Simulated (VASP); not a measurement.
# ZrTiGe4 (Amm2) in VASP: single point with PBE

Aim: the single point of ZrTiGe4 with PBE.

All numbers are computed with VASP 6.6.1; they aren't measurements. Logs are shortened: lines on timing, memory, paths and dates and some standing lists are left out, and cuts for length are marked.

## (1) The cell of the first run

Symmetry: Amm2, No. 38, orthorhombic system. Conventional cell: a = 3.766 Å, b = 3.772 Å, c = 14.748 Å, α = 90.00°, β = 90.00°, γ = 90.00°. Zr (site symmetry mm2) has 10 Ge at 2.77 to 3.17 Å and 2 Ti at 3.62 Å and 4 Zr at 3.77 Å within 3.8 Å. Ti (site symmetry mm2) has 10 Ge at 2.72 to 3.01 Å and 2 Zr at 3.62 Å and 4 Ti at 3.77 Å within 3.8 Å. Within 3.6 Å of Ge (site symmetry mm2) lie 8 Ge at 2.67 to 3.50 Å and 2 Ti at 2.80 Å and 2 Zr at 2.90 Å. Within 3.5 Å of Ge (site symmetry mm2) lie 8 Ge at 2.67 to 3.50 Å and 2 Ti at 2.81 Å and 2 Zr at 2.90 Å. Within 3.6 Å of Ge (site symmetry mm2) lie 6 Ge at 2.60 to 3.50 Å and 4 Zr at 2.77 Å and 2 Ti at 3.01 Å. Ge (site symmetry mm2) has 6 Ge at 2.60 to 3.24 Å and 4 Ti at 2.72 Å and 2 Zr at 3.17 Å within 3.4 Å.

## (2) Single point, PBE

The input, INCAR:

```
ALGO     = Normal         # electronic algorithm
EDIFF    = 1E-6           # SCF threshold, eV
ENCUT    = 500            # plane-wave cutoff, eV
GGA      = PE             # functional
GGA_COMPAT= False        
ISIF     = 2              # what is computed and relaxed
ISMEAR   = 0              # smearing method
LASPH    = True           # aspherical terms in the spheres
LCHARG   = True           # write CHGCAR
LELF     = True           # ELF
LREAL    = False          # projectors in reciprocal space
LVHAR    = True         
LWAVE    = False          # write WAVECAR
NBANDS   = 49             # bands
NELM     = 120            # most SCF steps
PREC     = Accurate       # precision mode
SIGMA    = 0.1            # smearing width, eV
```

The input, KPOINTS:

```
k-points
0
Gamma
  10 10 10
```

The input, POSCAR:

```
ZrTiGe4
1.0
    3.7660029740      0.0000000000      0.0000000000
    0.0000000000      1.8859634728      7.3739158906
    0.0000000000     -1.8859634728      7.3739158906
Zr Ti Ge
1 1 4
Direct
    0.5000000000      0.1056605069      0.1056605069
    0.0000000000      0.8960622904      0.8960622904
    0.0000000000      0.2552860066      0.2552860066
    0.5000000000      0.7548393770      0.7548393770
    0.0000000000      0.5550238648      0.5550238648
    0.5000000000      0.4331279543      0.4331279543
```

Potentials or basis: VASP PAW PBE potentials, release 64 (Zr_sv, Ti_sv, Ge_d).

Started as:

```
cat potpaw_PBE.64/Zr_sv/POTCAR potpaw_PBE.64/Ti_sv/POTCAR potpaw_PBE.64/Ge_d/POTCAR > POTCAR
mpirun -np 1 vasp_std > vasp.out
```

OUTCAR:

```text
EDIFF = 1E-6
   ENCUT = 500
   GGA = PE
   ISIF = 2
   ISMEAR = 0
   LASPH = True
   LREAL = False
   NELM = 120
   PREC = Accurate

 ion  position               nearest neighbor table
   1  0.500  0.106  0.106-   5 2.77   5 2.77   5 2.77   5 2.77   4 2.90   4 2.90   3 2.90   3 2.90
                             6 3.17   6 3.17
   2  0.000  0.896  0.896-   6 2.72   6 2.72   6 2.72   6 2.72   3 2.80   3 2.80   4 2.81   4 2.81

   3  0.000  0.255  0.255-   4 2.67   4 2.67   4 2.67   4 2.67   2 2.80   2 2.80   1 2.90   1 2.90

   4  0.500  0.755  0.755-   3 2.67   3 2.67   3 2.67   3 2.67   2 2.81   2 2.81   1 2.90   1 2.90

   5  0.000  0.555  0.555-   6 2.60   6 2.60   1 2.77   1 2.77   1 2.77   1 2.77
   6  0.500  0.433  0.433-   5 2.60   5 2.60   2 2.72   2 2.72   2 2.72   2 2.72   1 3.17   1 3.17

  LATTYP: Found a base centered orthorhombic cell.
 ALAT       =     3.7719269456
 B/A-ratio  =     3.9098932704
 C/A-ratio  =     0.9984294575

  Lattice vectors:

 A1 = (   0.0000000000,   1.8859634728,  -7.3739158906)
 A2 = (   0.0000000000,   1.8859634728,   7.3739158906)
 A3 = (   3.7660029740,   0.0000000000,   0.0000000000)

Analysis of symmetry for initial positions (statically):
=====================================================================
 Subroutine PRICEL returns:
 Original cell was already a primitive cell.

 Routine SETGRP: Setting up the symmetry group for a
 base centered orthorhombic supercell.

 Subroutine GETGRP returns: Found  4 space group operations
 (whereof  4 operations were pure point group operations)
 out of a pool of  8 trial point group operations.

The static configuration has the point symmetry C_2v.

Analysis of symmetry for dynamics (positions and initial velocities):
=====================================================================
 Subroutine PRICEL returns:
 Original cell was already a primitive cell.

 Routine SETGRP: Setting up the symmetry group for a
 base centered orthorhombic supercell.

 Subroutine GETGRP returns: Found  4 space group operations
 (whereof  4 operations were pure point group operations)
 out of a pool of  8 trial point group operations.

The dynamic configuration has the point symmetry C_2v.

 Subroutine INISYM returns: Found  4 space group operations
 (whereof  4 operations are pure point group operations),
 and found     1 'primitive' translations

----------------------------------------------------------------------------------------

                                     Primitive cell

  volume of cell :     104.7471

  direct lattice vectors                    reciprocal lattice vectors
     3.766002974  0.000000000  0.000000000     0.265533513  0.000000000  0.000000000
     0.000000000  1.885963473  7.373915891     0.000000000  0.265116481  0.067806578
     0.000000000 -1.885963473  7.373915891     0.000000000 -0.265116481  0.067806578

  length of vectors
     3.766002974  7.611274123  7.611274123     0.265533513  0.273650289  0.273650289

  position of ions in fractional coordinates (direct lattice)
     0.500000000  0.105660507  0.105660507
     0.000000000  0.896062290  0.896062290
     0.000000000  0.255286007  0.255286007
     0.500000000  0.754839377  0.754839377
     0.000000000  0.555023865  0.555023865
     0.500000000  0.433127954  0.433127954

  ion indices of the primitive-cell ions
   primitive index   ion index
                 1           1
                 2           2
                 3           3
                 4           4
                 5           5
                 6           6

----------------------------------------------------------------------------------------

 KPOINTS: k-points

Automatic generation of k-mesh.
 Grid dimensions read from file:
 generate k-points for:   10   10   10

 Generating k-lattice:

  Cartesian coordinates                     Fractional coordinates (reciprocal lattice)
     0.026553351  0.000000000  0.000000000     0.100000000  0.000000000  0.000000000
     0.000000000  0.026511648  0.006780658     0.000000000  0.100000000  0.000000000
     0.000000000 -0.026511648  0.006780658     0.000000000  0.000000000  0.100000000

  Length of vectors
     0.026553351  0.027365029  0.027365029

  Shift w.r.t. Gamma in fractional coordinates (k-lattice)
     0.000000000  0.000000000  0.000000000

 Subroutine IBZKPT returns following result:
 ===========================================

 Found    186 irreducible k-points:

 Following reciprocal coordinates:
            Coordinates               Weight
  0.000000  0.000000  0.000000      1.000000
  0.100000  0.000000  0.000000      2.000000
  0.200000  0.000000  0.000000      2.000000
  0.300000  0.000000  0.000000      2.000000
  0.400000  0.000000  0.000000      2.000000
  0.500000  0.000000  0.000000      1.000000
[... 16 lines left out ...]
  0.400000  0.300000  0.000000      8.000000
  0.500000  0.300000  0.000000      4.000000
 [... further k-points ...]
   k-points           NKPTS =    186   k-points in BZ     NKDIM =    186   number of bands    NBANDS=     49
   number of dos      NEDOS =    301   number of ions     NIONS =      6
   total plane-waves  NPLWV =  87808
   dimension x,y,z NGX =    28 NGY =   56 NGZ =   56
   dimension x,y,z NGXF=    56 NGYF=  112 NGZF=  112
   ions per type =               1   1   4
   NGX,Y,Z   is equivalent  to a cutoff of  12.36, 12.23, 12.23 a.u.
   NGXF,Y,Z  is equivalent  to a cutoff of  24.72, 24.46, 24.46 a.u.
 SYSTEM =  unknown system
   PREC   = accura    normal or accurate (medium, high low for compatibility)
   ISTART =      0    job   : 0-new  1-cont  2-samecut
   ICHARG =      2    charge: 1-file 2-atom 10-const
   ISPIN  =      1    spin polarized calculation?
   LNONCOLLINEAR =      F non collinear calculations
   LSORBIT =      F    spin-orbit coupling
   LASPH  =      T    aspherical Exc in radial PAW
   ENCUT  =  500.0 eV  36.75 Ry    6.06 a.u.   6.87 13.88 13.88*2*pi/ulx,y,z
   NELM   =    120;   NELMIN=  2; NELMDL= -5     # of ELM steps
   EDIFF  = 0.1E-05   stopping-criterion for ELM
   LREAL  =      F    real-space projection
   EDIFFG = 0.1E-04   stopping-criterion for IOM
   NSW    =      0    number of steps for IOM
   IBRION =     -1    ionic relax: 0-MD 1-quasi-New 2-CG
   NFREE  =      0    steps in history (QN), initial steepest desc. (CG)
   ISIF   =      2    stress and relaxation
   ISYM   =      2    0-nonsym 1-usesym 2-fastsym
   POTIM  = 0.5000    time-step for ionic-motion
   TEBEG  =    0.0;   TEEND  =   0.0 temperature during run
   PSTRESS=    0.0 pullay stress
   NELECT =      80.0000    total number of electrons
   NUPDOWN=      -1.0000    fix difference up-down
   EMIN   =  10.00;   EMAX   =-10.00  energy-range for DOS
   EFERMI =   0.00;   METHOD = LEGACY
   ISMEAR =     0;   SIGMA  =   0.10  broadening in eV -4-tet -1-fermi 0-gaus
   EFERMI_NEDOS =   21; number of points for ismear=-14 and -15
   IALGO  =     38    algorithm
   IMIX   =      4    mixing-type and parameters
     AMIX     =   0.40;   BMIX     =  1.00
     AMIX_MAG =   1.60;   BMIX_MAG =  1.00
  volume/ion in A,a.u.               =      17.46       117.81
  Fermi-wavevector in a.u.,A,eV,Ry     =   1.496434  2.827849 30.467711  2.239314
  Thomas-Fermi vector in A             =   2.608451
   LORBIT       =      0    0 simple, 1 ext, 2 COOP (PROOUT), +10 PAW based schemes
   GGA     = PE    functional components
   LHFCALC =     F    Hartree Fock is set to
   AEXX    =    0.0000 exact exchange contribution
   IVDW    =     0    specifies the selected vdW correction
   LEPSILON=     F    determine dielectric tensor
   LRPA    =     F    only Hartree local field effects (RPA)
 non-spin polarized calculation
 Gauss-broadening in eV      SIGMA  =   0.10
  energy-cutoff  :      500.00
  volume of cell :      104.75
 maximum number of plane-waves:      2680
 NGX is ok and might be reduce to    28
   NGX = 13   NGY = 27   NGZ = 27

 number of electron      79.9999972 magnetization

 Free energy of the ion-electron system (eV)
  ---------------------------------------------------
  ext. energy  EPLUGINS =         0.00000000
  ---------------------------------------------------
  free energy    TOTEN  =       -37.42419243 eV

  energy without entropy =      -37.41319749  energy(sigma->0) =      -37.41869496

 E-fermi :   8.7606     XC(G=0): -11.7566

 val. band max:        8.7590037855   @ k =   0.1000   0.1000   0.0000
 cond. band min:       8.7643022952   @ k =   0.0000   0.5000   0.3000
 fundamental gap:      0.0052985097
 Fermi energy:         8.7606341166

 k-point     1 :       0.0000    0.0000    0.0000
  band No.  band energies     occupation
      1     -48.5666      2.00000
      2     -40.3557      2.00000
      3     -24.8705      2.00000
      4     -24.8299      2.00000
      5     -24.8284      2.00000
      6     -18.4815      2.00000
[... 41 lines left out ...]
     48      11.3805      0.00000
     49      12.0395      0.00000

 k-point     2 :       0.1000    0.0000    0.0000
  band No.  band energies     occupation
      1     -48.5665      2.00000
      2     -40.3551      2.00000
      3     -24.8705      2.00000
      4     -24.8330      2.00000
      5     -24.8281      2.00000
      6     -18.4799      2.00000
[... 41 lines left out ...]
     48      11.5739      0.00000
     49      11.9939      0.00000

 k-point     3 :       0.2000    0.0000    0.0000
  band No.  band energies     occupation
      1     -48.5661      2.00000
      2     -40.3533      2.00000
      3     -24.8702      2.00000
      4     -24.8410      2.00000
      5     -24.8273      2.00000
      6     -18.4760      2.00000
[... 41 lines left out ...]
     48      11.7741      0.00000
     49      12.0114      0.00000

 k-point     4 :       0.3000    0.0000    0.0000
  band No.  band energies     occupation
      1     -48.5656      2.00000
      2     -40.3512      2.00000
      3     -24.8700      2.00000
      4     -24.8508      2.00000
      5     -24.8263      2.00000
      6     -18.4794      2.00000
[... 977 lines left out ...]
     48      12.2182      0.00000
     49      12.6331      0.00000

 k-point    23 :       0.4000    0.3000    0.0000
  band No.  band energies     occupation
      1     -48.5643      2.00000
      2     -40.3453      2.00000
      3     -24.8885      2.00000
      4     -24.8555      2.00000
      5     -24.8236      2.00000
      6     -18.5002      2.00000
[... 41 lines left out ...]
     48      11.9366      0.00000
     49      12.7550      0.00000

 k-point    24 :       0.5000    0.3000    0.0000
  band No.  band energies     occupation
      1     -48.5641      2.00000
      2     -40.3447      2.00000
      3     -24.8881      2.00000
      4     -24.8583      2.00000
      5     -24.8233      2.00000
      6     -18.5077      2.00000
[... 41 lines left out ...]
     48      11.7163      0.00000
     49      12.7877      0.00000

 [... further k-points ...]
[... 5 lines left out ...]
  --------------------------------------------------------------------------------------
  -------------------------------------------------------------------------------------
  Total        0.0241645      0.0193497      0.0170913      0.0000000      0.0000000      0.0000000
  in kB        0.3696129      0.2959673      0.2614228      0.0000000      0.0000000      0.0000000
  external PRESSURE =       0.3090010 kB  Pullay stress =       0.0000000 kB

 VOLUME and BASIS-vectors are now :
 -----------------------------------------------------------------------------
  energy-cutoff  :      500.00
  volume of cell :      104.75
      direct lattice vectors                 reciprocal lattice vectors
     3.766002974  0.000000000  0.000000000     0.265533513  0.000000000  0.000000000
     0.000000000  1.885963473  7.373915891     0.000000000  0.265116481  0.067806578
     0.000000000 -1.885963473  7.373915891     0.000000000 -0.265116481  0.067806578

 POSITION                                       TOTAL-FORCE (eV/Angst)
 -----------------------------------------------------------------------------------
      1.88300      0.00000      1.55826         0.000000      0.000000     -0.001595
      0.00000      0.00000     13.21498         0.000000      0.000000      0.000298
      0.00000      0.00000      3.76492         0.000000      0.000000      0.001069
      1.88300      0.00000     11.13224         0.000000      0.000000      0.001548
      0.00000      0.00000      8.18540         0.000000      0.000000      0.000697
      1.88300      0.00000      6.38770         0.000000      0.000000     -0.002018
 -----------------------------------------------------------------------------------
    total drift:                                0.000000     -0.000000      0.000116

  FREE ENERGIE OF THE ION-ELECTRON SYSTEM (eV)
  ---------------------------------------------------
  free  energy   TOTEN  =       -37.4241924292 eV

  energy  without entropy=      -37.4131974883  energy(sigma->0) =      -37.41869496
```

Wall time 26 min (1 thread of AMD EPYC 7R13 (Zen 3), shared host); peak memory 0.82 GiB.

What came out:

| Property | Result |
| --- | --- |
| Free energy | -37.4242 eV |
| Pressure | 0.0 GPa |
| Band gap on the k mesh | zero (bands 40 and 41 overlap by 0.42 eV) |

Forces in eV/Å, atoms in the order of the input:
```
Zr   0.000  0.000 -0.002
Ti   0.000  0.000  0.000
Ge   0.000  0.000  0.001
Ge   0.000  0.000  0.002
Ge   0.000  0.000  0.001
Ge   0.000  0.000 -0.002
```

Levels at points of the mesh, in eV from the Fermi level:
```tsv
k point	band 38	band 39	band 40	band 41	band 42	band 43
(0.00, 0.00, 0.00)	-1.94	-1.81	-0.15	0.51	0.97	1.48
(0.50, 0.00, 0.00)	-1.43	-0.09	0.15	0.29	0.68	1.16
(0.00, 0.50, 0.00)	-1.39	-0.53	-0.39	-0.14	0.69	1.02
(0.50, 0.50, 0.00)	-2.99	-2.19	-2.05	1.26	1.34	1.98
(0.00, 0.50, 0.50)	-1.73	-1.20	0.04	0.51	0.78	1.05
(0.50, 0.50, 0.50)	-1.93	-0.65	-0.48	-0.07	0.05	1.17
```
